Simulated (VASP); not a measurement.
Set up this calculation in VASP 6.6.1, as the native input.

* Task: single point
* Functional: LDA
* Potentials or basis: VASP PAW LDA potentials, release 64 (Rh_pv)
* Cutoff: 520 eV
* k mesh: 14 × 9 × 1
* Occupations: fermi-dirac, width 0.05 eV
* Spin: no spin polarisation
* Dipole correction: yes
* Further INCAR settings: ALGO = Normal; EDIFF = 1e-07; NBANDS = 14

The structure of Rh lies in POSCAR:

```
Rh
1.0
    2.6036221832      0.0000000000      0.0000000000
    0.0000000000      4.2516972212      0.0000000000
    0.0000000000      0.0000000000     16.0000000000
Rh
1
Direct
    0.0000000000      0.0000000000      0.5000000000
```

These files were run (other wordings do the same):

INCAR

```
  PREC = Accurate
  ENCUT = 520
  EDIFF = 1E-7
  ISMEAR = -1
  SIGMA = 0.05
  LREAL = F
  LASPH = T
  NELM = 100
  ALGO = Normal
  ISIF = 2
  LWAVE = F
  LCHARG = F
  LDIPOL = T
  IDIPOL = 3
  DIPOL = 0.5 0.5 0.500
  GGA = CA
  NBANDS = 14
```

KPOINTS

```
regular mesh
0
Gamma
  14 9 1
```

Potentials or basis: VASP PAW LDA potentials, release 64 (Rh_pv).

Run with:

```console
$ cat potpaw_LDA.64/Rh_pv/POTCAR > POTCAR
$ mpirun -np 1 vasp_std > vasp.out
```

It took 100 s on 1 thread of AMD EPYC 7R43 64-Core Processor (Zen 3), on a shared host, peak memory 0.22 GiB.
